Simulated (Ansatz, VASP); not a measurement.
## One calculation of SrTiO3, two programs

```
Sr Ti O
1.0
     3.90500    0.00000    0.00000
     0.00000    3.90500    0.00000
     0.00000    0.00000    3.90500
Sr Ti O
1 1 3
Direct
  0.00000 0.00000 0.00000
  0.50000 0.50000 0.50000
  0.00000 0.50000 0.50000
  0.50000 0.00000 0.50000
  0.50000 0.50000 0.00000
```

Alike in both runs: task relaxation of cell and atoms; functional r2SCAN; k mesh 6 × 6 × 6; occupations gaussian, width 0.02 eV; no spin polarisation; Hubbard terms Ti d U = 4.0 eV.

|  | VASP | Ansatz |
| --- | --- | --- |
| version | VASP 6.6.1 | Ansatz 0.2.0 |
| potentials or method | VASP PAW PBE potentials, release 64 (Sr_sv, Ti_sv, O), cutoff 600 eV | scalar-relativistic, plane waves, PAW |
| valence electrons in the cell | 40 | 40 |

Ansatz gave:

| Item | Value |
| --- | --- |
| gap on the k mesh at the Fermi level, each at its own relaxed structure (eV) | 2.78 |
| relaxed volume (Å³/atom) | 12.03 |
| relaxed cell length with the largest relative difference (Å) | 3.918 |

**Question.** What did VASP give for the same quantities?

**Answer.** gap on the k mesh at the Fermi level, each at its own relaxed structure (eV): 2.80; relaxed volume (Å³/atom): 12.22; relaxed cell length with the largest relative difference (Å): 3.939.

VASP's potentials were made for PBE, not for r2SCAN. The programs project onto different local orbitals, so the same U acts differently, and such runs can settle in different states.
